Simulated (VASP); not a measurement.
Input of a VASP 6.6.1 run:

INCAR

```
  PREC = Accurate
  ENCUT = 520
  EDIFF = 1E-7
  ISMEAR = -1
  SIGMA = 0.1
  LREAL = False
  LASPH = True
  NELM = 60
  ALGO = Normal
  ISIF = 2
  LWAVE = False
  LCHARG = False
  GGA = PE
  NBANDS = 13
```

File KPOINTS:

```
Automatic mesh
0
Gamma
  11 11 11
```

POSCAR

```
Se
1.0
    0.0000000000      2.5126160269      2.5126160269
    2.5126160269      0.0000000000      2.5126160269
    2.5126160269      2.5126160269      0.0000000000
Se
2
Direct
   -0.1250000000     -0.1250000000     -0.1250000000
    0.1250000000      0.1250000000      0.1250000000
```

Potentials or basis: VASP PAW PBE potentials, release 64 (Se).

Run with:

```bash
$ cat potpaw_PBE.64/Se/POTCAR > POTCAR
$ mpirun -np 1 vasp_std > vasp.out
```

What does it give for the pressure?

105.5 GPa.

Predict the band gap on the k mesh.

zero (bands 6 and 7 overlap by 3.41 eV).

Caveat: the cell stands under pressure.
